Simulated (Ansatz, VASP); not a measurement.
**Ag2Bi2S in VASP and in Ansatz**

```xyz
5
Lattice="0.0000 -2.0830 3.5009 0.8529 -1.9004 -3.5009 9.7289 0.0000 0.0000" Properties=species:S:1:pos:R:3 pbc="T T T"
Bi    2.1991   -1.6122    1.4109
Bi    8.3826   -2.3713   -1.4109
Ag    4.3523   -1.1512   -0.6849
Ag    6.2294   -2.8323    0.6849
S     0.0000    0.0000    0.0000
```

Alike in both runs: functional PBE; k mesh 6 × 6 × 6; no spin polarisation.

Ansatz relaxed the structure, and its values are those at the end. VASP's run is a single point on that final structure, the one shown.

|  | VASP | Ansatz |
| --- | --- | --- |
| version | VASP 6.6.1 | Ansatz 0.2.0 |
| potentials or method | VASP PAW PBE potentials, release 64 (Bi_d, Ag, S), cutoff 520 eV | PAW plane waves |
| occupations | fermi-dirac, width 0.1 eV | fermi-dirac |
| valence electrons in the cell | 58 | 74 |

Ansatz gave:

* pressure (GPa): -4.4
* rms of the force components (eV/Å): 0.001

**Question.** Estimate VASP's values.

**Answer.** Pressure (GPa): -4.4; rms of the force components (eV/Å): 0.003.

VASP's potentials hold 58 valence electrons a cell and Ansatz's 74, so a difference there can come from the potentials and not from the codes. Ansatz's warnings: stress scf threshold loose, structure snapped to symmetry.

Spin-orbit coupling is off throughout.
